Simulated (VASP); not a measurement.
# C19O in VASP: notebook

C19O is run at these levels: PBE; tasks: single point.

All numbers are computed with VASP 6.6.1; they aren't measurements. Logs are shortened: lines on timing, memory, paths and dates and some standing lists are left out, and cuts for length are marked.

### Step 1. The cell of the first run

The cell holds a slab with vacuum, 20 atoms: a = 7.398 Å, b = 7.398 Å, c = 13.000 Å, α = 90.00°, β = 90.00°, γ = 120.00°.

### Step 2. Single point, PBE

INCAR

```
SYSTEM = C19O
  PREC = Accurate
  ENCUT = 520
  EDIFF = 1E-6
  ISMEAR = 0
  SIGMA = 0.02
  LREAL = Auto
  LASPH = .TRUE.
  NELM = 60
  ALGO = Normal
  ISIF = 2
  LWAVE = .FALSE.
  LCHARG = .FALSE.
  GGA = PE
  NBANDS = 57
```

KPOINTS

```
Automatic mesh
0
G
  2 2 1
  0 0 0
```

POSCAR

```
C19O
1.0
    7.3980000000      0.0000000000      0.0000000000
   -3.6990000000      6.4068560000      0.0000000000
    0.0000000000      0.0000000000     13.0000000000
C O
19 1
Direct
    0.0050756350     -0.0025121526      0.0603040000
    0.2250994340      0.1075032746      0.0603083077
    0.0027561375      0.3298277658      0.0602849231
    0.2274237196      0.4421813133      0.0602622308
    0.0041116269      0.6655033296      0.0603274615
    0.2260809256      0.7764738274      0.0603098462
    0.3360578524     -0.0035020297      0.0603212308
    0.5607558809      0.1088277932      0.0603171538
    0.3374253486      0.3321802457      0.0602841538
    0.5593634543      0.4431381008      0.0603063077
    0.3383915596      0.6641048277      0.0602737692
    0.5584052390      0.7741275908      0.0602871538
    0.6707653035     -0.0011860732      0.0603048462
    0.8927188925      0.1098162656      0.0602973077
    0.6717262067      0.3307954791      0.0603286923
    0.8917634568      0.4407867135      0.0603258462
    0.6693725587      0.6631522544      0.0603003846
    0.8940831702      0.7755145425      0.0603159231
    0.0753129112      0.5751665091      0.3442746923
   -0.0259260565      0.6274295848      0.3856507692
```

Potentials or basis: VASP PAW PBE potentials, release 64 (C, O).

Launch:

```sh
$ cat potpaw_PBE.64/C/POTCAR potpaw_PBE.64/O/POTCAR > POTCAR
$ mpirun -np 1 vasp_std > vasp.out
```

OUTCAR:

```text
SYSTEM = C19O
   PREC = Accurate
   ENCUT = 520
   EDIFF = 1E-6
   ISMEAR = 0
   LREAL = Auto
   LASPH = .TRUE.
   NELM = 60
   ISIF = 2
   GGA = PE

 ion  position               nearest neighbor table
   1  0.005  0.997  0.060-   2 1.41  18 1.42  14 1.44
   2  0.225  0.108  0.060-   1 1.41   7 1.42   9 1.44
   3  0.003  0.330  0.060-  14 1.41  16 1.42   4 1.44
   4  0.227  0.442  0.060-   9 1.41  11 1.42   3 1.44
   5  0.004  0.666  0.060-  18 1.41   6 1.42  16 1.44
   6  0.226  0.776  0.060-   7 1.41   5 1.42  11 1.44
[... 10 lines left out ...]
  17  0.669  0.663  0.060-  10 1.41  12 1.42  18 1.44
  18  0.894  0.776  0.060-   5 1.41   1 1.42  17 1.44
  19  0.075  0.575  0.344-  20 1.14
  20  0.974  0.627  0.386-  19 1.14

  LATTYP: Found a hexagonal cell.
 ALAT       =     7.3980000000
 C/A-ratio  =     1.7572316842

  Lattice vectors:

 A1 = (   7.3980000000,   0.0000000000,   0.0000000000)
 A2 = (  -3.6990000000,   6.4068560000,   0.0000000000)
 A3 = (   0.0000000000,   0.0000000000,  13.0000000000)

Analysis of symmetry for initial positions (statically):
=====================================================================
 Subroutine PRICEL returns:
 Original cell was already a primitive cell.

 Routine SETGRP: Setting up the symmetry group for a
 hexagonal supercell.

 Subroutine GETGRP returns: Found  1 space group operations
 (whereof  1 operations were pure point group operations)
 out of a pool of 24 trial point group operations.

The static configuration has the point symmetry C_1 .

Analysis of symmetry for dynamics (positions and initial velocities):
=====================================================================
 Subroutine PRICEL returns:
 Original cell was already a primitive cell.

 Routine SETGRP: Setting up the symmetry group for a
 hexagonal supercell.

 Subroutine GETGRP returns: Found  1 space group operations
 (whereof  1 operations were pure point group operations)
 out of a pool of 24 trial point group operations.

The dynamic configuration has the point symmetry C_1 .

 Subroutine INISYM returns: Found  1 space group operations
 (whereof  1 operations are pure point group operations),
 and found     1 'primitive' translations

----------------------------------------------------------------------------------------

                                     Primitive cell

  volume of cell :     616.1730

  direct lattice vectors                    reciprocal lattice vectors
     7.398000000  0.000000000  0.000000000     0.135171668  0.078041398  0.000000000
    -3.699000000  6.406856000  0.000000000     0.000000000  0.156082796  0.000000000
     0.000000000  0.000000000 13.000000000     0.000000000  0.000000000  0.076923077

  length of vectors
     7.398000000  7.398000054 13.000000000     0.156082797  0.156082796  0.076923077

  position of ions in fractional coordinates (direct lattice)
     0.005075635  0.997487847  0.060304000
     0.225099434  0.107503275  0.060308308
     0.002756138  0.329827766  0.060284923
     0.227423720  0.442181313  0.060262231
     0.004111627  0.665503330  0.060327462
     0.226080926  0.776473827  0.060309846
[... 12 lines left out ...]
     0.075312911  0.575166509  0.344274692
     0.974073944  0.627429585  0.385650769

  ion indices of the primitive-cell ions
   primitive index   ion index
                 1           1
                 2           2
                 3           3
                 4           4
                 5           5
                 6           6
[... 12 lines left out ...]
                19          19
                20          20

----------------------------------------------------------------------------------------

 KPOINTS: Automatic mesh

Automatic generation of k-mesh.
 Grid dimensions read from file:
 generate k-points for:    2    2    1

 Generating k-lattice:

  Cartesian coordinates                     Fractional coordinates (reciprocal lattice)
     0.067585834  0.039020699  0.000000000     0.500000000 -0.000000000  0.000000000
     0.000000000  0.078041398  0.000000000     0.000000000  0.500000000  0.000000000
     0.000000000  0.000000000  0.076923077     0.000000000  0.000000000  1.000000000

  Length of vectors
     0.078041399  0.078041398  0.076923077

  Shift w.r.t. Gamma in fractional coordinates (k-lattice)
     0.000000000  0.000000000  0.000000000

 Subroutine IBZKPT returns following result:
 ===========================================

 Found      4 irreducible k-points:

 Following reciprocal coordinates:
            Coordinates               Weight
  0.000000  0.000000  0.000000      1.000000
  0.500000  0.000000  0.000000      1.000000
  0.000000  0.500000  0.000000      1.000000
  0.500000  0.500000  0.000000      1.000000
   k-points           NKPTS =      4   k-points in BZ     NKDIM =      4   number of bands    NBANDS=     57
   number of dos      NEDOS =    301   number of ions     NIONS =     20
   total plane-waves  NPLWV = 307328
   dimension x,y,z NGX =    56 NGY =   56 NGZ =   98
   dimension x,y,z NGXF=   112 NGYF=  112 NGZF=  196
   ions per type =              19   1
   NGX,Y,Z   is equivalent  to a cutoff of  12.58, 12.58, 12.53 a.u.
   NGXF,Y,Z  is equivalent  to a cutoff of  25.17, 25.17, 25.06 a.u.
 SYSTEM =  C19O
   PREC   = accura    normal or accurate (medium, high low for compatibility)
   ISTART =      0    job   : 0-new  1-cont  2-samecut
   ICHARG =      2    charge: 1-file 2-atom 10-const
   ISPIN  =      1    spin polarized calculation?
   LNONCOLLINEAR =      F non collinear calculations
   LSORBIT =      F    spin-orbit coupling
   LASPH  =      T    aspherical Exc in radial PAW
   ENCUT  =  520.0 eV  38.22 Ry    6.18 a.u.  13.76 13.76 24.17*2*pi/ulx,y,z
   NELM   =     60;   NELMIN=  2; NELMDL= -5     # of ELM steps
   EDIFF  = 0.1E-05   stopping-criterion for ELM
   LREAL  =      T    real-space projection
   EDIFFG = 0.1E-04   stopping-criterion for IOM
   NSW    =      0    number of steps for IOM
   IBRION =     -1    ionic relax: 0-MD 1-quasi-New 2-CG
   NFREE  =      0    steps in history (QN), initial steepest desc. (CG)
   ISIF   =      2    stress and relaxation
   ISYM   =      2    0-nonsym 1-usesym 2-fastsym
   POTIM  = 0.5000    time-step for ionic-motion
   TEBEG  =    0.0;   TEEND  =   0.0 temperature during run
   PSTRESS=    0.0 pullay stress
   NELECT =      82.0000    total number of electrons
   NUPDOWN=      -1.0000    fix difference up-down
   EMIN   =  10.00;   EMAX   =-10.00  energy-range for DOS
   EFERMI =   0.00;   METHOD = LEGACY
   ISMEAR =     0;   SIGMA  =   0.02  broadening in eV -4-tet -1-fermi 0-gaus
   EFERMI_NEDOS =   21; number of points for ismear=-14 and -15
   IALGO  =     38    algorithm
   IMIX   =      4    mixing-type and parameters
     AMIX     =   0.40;   BMIX     =  1.00
     AMIX_MAG =   1.60;   BMIX_MAG =  1.00
  volume/ion in A,a.u.               =      30.81       207.91
  Fermi-wavevector in a.u.,A,eV,Ry     =   0.835818  1.579468  9.504925  0.698592
  Thomas-Fermi vector in A             =   1.949440
   LORBIT       =      0    0 simple, 1 ext, 2 COOP (PROOUT), +10 PAW based schemes
   GGA     = PE    functional components
   LHFCALC =     F    Hartree Fock is set to
   AEXX    =    0.0000 exact exchange contribution
   IVDW    =     0    specifies the selected vdW correction
   LEPSILON=     F    determine dielectric tensor
   LRPA    =     F    only Hartree local field effects (RPA)
 non-spin polarized calculation
 Gauss-broadening in eV      SIGMA  =   0.02
  energy-cutoff  :      520.00
  volume of cell :      616.17
 maximum number of plane-waves:     16651
 NGX is ok and might be reduce to    56
   NGX = 27   NGY = 27   NGZ = 49

 number of electron      82.0000001 magnetization

 Free energy of the ion-electron system (eV)
  ---------------------------------------------------
  ext. energy  EPLUGINS =         0.00000000
  ---------------------------------------------------
  free energy    TOTEN  =      -180.41479746 eV

  energy without entropy =     -180.41479746  energy(sigma->0) =     -180.41479746

 E-fermi :  -1.6775     XC(G=0):  -3.9509

 val. band max:       -1.7771138531   @ k =   0.0000   0.0000   0.0000
 cond. band min:      -1.5613385932   @ k =   0.0000   0.0000   0.0000
 fundamental gap:      0.2157752598
 Fermi energy:        -1.6775116623

 k-point     1 :       0.0000    0.0000    0.0000
  band No.  band energies     occupation
      1     -26.8034      2.00000
      2     -21.1923      2.00000
      3     -18.6873      2.00000
      4     -18.6834      2.00000
      5     -18.5999      2.00000
      6     -18.5973      2.00000
[... 45 lines left out ...]
     52       3.2289      0.00000
     53       3.3359      0.00000

 k-point     2 :       0.5000    0.0000    0.0000
  band No.  band energies     occupation
      1     -26.8034      2.00000
      2     -20.5396      2.00000
      3     -20.5371      2.00000
      4     -19.2892      2.00000
      5     -19.2021      2.00000
      6     -16.7984      2.00000
[... 45 lines left out ...]
     52       3.4716      0.00000
     53       3.7040      0.00000

 k-point     3 :       0.0000    0.5000    0.0000
  band No.  band energies     occupation
      1     -26.8034      2.00000
      2     -20.5393      2.00000
      3     -20.5375      2.00000
      4     -19.2897      2.00000
      5     -19.2016      2.00000
      6     -16.7986      2.00000
[... 45 lines left out ...]
     52       3.5154      0.00000
     53       3.6772      0.00000

 k-point     4 :       0.5000    0.5000    0.0000
  band No.  band energies     occupation
      1     -26.8034      2.00000
      2     -20.5406      2.00000
      3     -20.5361      2.00000
      4     -19.2894      2.00000
      5     -19.2019      2.00000
      6     -16.7989      2.00000
[... 45 lines left out ...]
     52       3.4033      0.00000
     53       3.7263      0.00000
 [bands above 53 left out]

------------------------ aborting loop because EDIFF is reached ----------------------------------------

  FORCE on cell =-STRESS in cart. coord.  units (eV):
  Direction    XX          YY          ZZ          XY          YZ          ZX
  --------------------------------------------------------------------------------------
  -------------------------------------------------------------------------------------
  Total        2.2793112      1.6538382      0.0810393     -0.2486545      0.1432819     -0.4097248
  in kB        5.9266812      4.3003218      0.2107191     -0.6465532      0.3725627     -1.0653692
  external PRESSURE =       3.4792407 kB  Pullay stress =       0.0000000 kB

 VOLUME and BASIS-vectors are now :
 -----------------------------------------------------------------------------
  energy-cutoff  :      520.00
  volume of cell :      616.17
      direct lattice vectors                 reciprocal lattice vectors
     7.398000000  0.000000000  0.000000000     0.135171668  0.078041398  0.000000000
    -3.699000000  6.406856000  0.000000000     0.000000000  0.156082796  0.000000000
     0.000000000  0.000000000 13.000000000     0.000000000  0.000000000  0.076923077

 POSITION                                       TOTAL-FORCE (eV/Angst)
 -----------------------------------------------------------------------------------
     -3.65216      6.39076      0.78395        -0.001893     -0.005450      0.003953
      1.26763      0.68876      0.78401         0.005061      0.005001     -0.003077
     -1.19964      2.11316      0.78370         0.000992      0.001785      0.004612
      0.04685      2.83299      0.78341         0.000108     -0.000173     -0.001994
     -2.43128      4.26378      0.78426         0.003537      0.000304     -0.002301
     -1.19963      4.97476      0.78403         0.002009     -0.004702      0.003201
[... 12 lines left out ...]
     -1.57038      3.68501      4.47557         0.752439     -0.271411     -0.435991
      4.88534      4.01985      5.01346        -0.756602      0.266050      0.433997
 -----------------------------------------------------------------------------------
    total drift:                               -0.011391      0.018493     -0.047277

  FREE ENERGIE OF THE ION-ELECTRON SYSTEM (eV)
  ---------------------------------------------------
  free  energy   TOTEN  =      -180.4147974612 eV

  energy  without entropy=     -180.4147974612  energy(sigma->0) =     -180.41479746
```

It took 8.5 min on 1 thread of Oxide Virtual Turin-like, shared host; peak memory 0.57 GiB.

What came out:

| Item | Value |
| --- | --- |
| Free energy | -180.4148 eV |
| Largest force | 0.912 eV/Å |
| Band gap on the k mesh | 0.22 eV |

Forces on the atoms (eV/Å):
```
C   -0.002 -0.005  0.004
C    0.005  0.005 -0.003
C    0.001  0.002  0.005
C    0.000  0.000 -0.002
C    0.004  0.000 -0.002
C    0.002 -0.005  0.003
C   -0.003  0.001 -0.004
C   -0.004  0.006  0.004
C    0.003  0.001  0.002
C   -0.004  0.000  0.002
C    0.002  0.002  0.000
C    0.005 -0.003  0.002
C    0.007 -0.003 -0.002
C   -0.002  0.000 -0.002
C   -0.002  0.001 -0.002
C    0.001  0.003  0.000
C   -0.004  0.002  0.001
C   -0.005 -0.001  0.000
C    0.752 -0.271 -0.436
O   -0.757  0.266  0.434
```

Levels at points of the mesh, in eV from the valence-band top:
```csv
k point,band 39,band 40,band 41,band 42,band 43,band 44
"(0.00, 0.00, 0.00)",-2.93,0.00,0.00,0.22,0.22,2.25
"(0.50, 0.00, 0.00)",-2.52,-2.52,-2.25,1.78,2.22,2.26
"(0.00, 0.50, 0.00)",-2.52,-2.52,-2.25,1.78,2.23,2.26
"(0.50, 0.50, 0.00)",-2.52,-2.52,-2.25,1.78,2.26,2.27
```

Caveat: the k points lie up to 0.49 Å⁻¹ apart; there is no dipole correction, which matters where the two faces differ.

### Step 3. Single point, PBE

INCAR

```
PREC = Accurate ; ENCUT = 520
EDIFF = 1E-6 ; ISMEAR = 0
SIGMA = 0.02 ; LREAL = Auto
LASPH = True ; NELM = 100
ALGO = Normal ; ISIF = 2
LWAVE = False ; LCHARG = True
GGA = PE ; LELF = True
LVHAR = True ; NBANDS = 57
```

KPOINTS

```
Automatic mesh
0
Gamma
  2 2 1
```

POSCAR

```
C19O
1.0
    7.3980000000      0.0000000000      0.0000000000
   -3.6990000000      6.4068560000      0.0000000000
    0.0000000000      0.0000000000     13.0000000000
C O
19 1
Direct
   -0.0144677305     -0.0060430576      0.0591665385
    0.2062387810      0.1043148153      0.0591776154
   -0.0165942400      0.3271518823      0.0591388462
    0.2083375969      0.4396022011      0.0591462308
   -0.0146286844      0.6625747481      0.0591395385
    0.2063724247      0.7730908889      0.0591245385
    0.3167521469     -0.0061840004      0.0591633077
    0.5417168440      0.1063028418      0.0591694615
    0.3187181966      0.3292674285      0.0591726923
    0.5397368398      0.4397648394      0.0591745385
    0.3188588683      0.6606182502      0.0591194615
    0.5395883369      0.7709868928      0.0591522308
    0.6520686027     -0.0040528459      0.0591654615
    0.8730721098      0.1064526813      0.0591597692
    0.6522287728      0.3273045313      0.0591653846
    0.8729232704      0.4376505419      0.0591403077
    0.6500972963      0.6604798048      0.0591723077
    0.8750456204      0.7729482292      0.0591608462
    0.1993784920      0.6197607688      0.3414630000
    0.3525959686      0.7200305423      0.3832154615
```

Potentials or basis: VASP PAW PBE potentials, release 64 (C, O).

Launch:

```sh
$ cat potpaw_PBE.64/C/POTCAR potpaw_PBE.64/O/POTCAR > POTCAR
$ mpirun -np 1 vasp_std > vasp.out
```

Wall time 8.2 min (1 thread of Oxide Virtual Turin-like, shared host); peak memory 0.58 GiB.

It converged, with:

| Item | Value |
| --- | --- |
| Free energy | -180.4153 eV |
| Largest force | 0.945 eV/Å |
| Band gap on the k mesh | 0.22 eV |

Forces on the atoms (eV/Å):
```
C   -0.007  0.003  0.001
C    0.001  0.009  0.001
C    0.008  0.004 -0.001
C   -0.005 -0.005  0.000
C    0.003 -0.004 -0.004
C    0.007 -0.006  0.001
C    0.001  0.004 -0.002
C   -0.002  0.004  0.000
C    0.007 -0.002 -0.003
C   -0.001 -0.006  0.002
C   -0.006  0.000 -0.006
C    0.004  0.002 -0.001
C    0.002 -0.006  0.003
C    0.005  0.001 -0.005
C   -0.011 -0.001  0.001
C    0.001  0.008  0.001
C    0.003  0.000  0.002
C   -0.008 -0.005 -0.001
C   -0.635 -0.535 -0.447
O    0.633  0.533  0.456
```

Levels at points of the mesh, in eV from the valence-band top:
| k point | band 39 | band 40 | band 41 | band 42 | band 43 | band 44 |
| --- | --- | --- | --- | --- | --- | --- |
| (0.00, 0.00, 0.00) | -2.93 | 0.00 | 0.00 | 0.22 | 0.22 | 2.26 |
| (0.50, 0.00, 0.00) | -2.52 | -2.52 | -2.25 | 1.79 | 2.26 | 2.28 |
| (0.00, 0.50, 0.00) | -2.52 | -2.52 | -2.25 | 1.78 | 2.23 | 2.27 |
| (0.50, 0.50, 0.00) | -2.52 | -2.52 | -2.25 | 1.78 | 2.23 | 2.27 |

Caveat: the k points lie up to 0.49 Å⁻¹ apart; there is no dipole correction, which matters where the two faces differ.

[end of part 1 of 2]
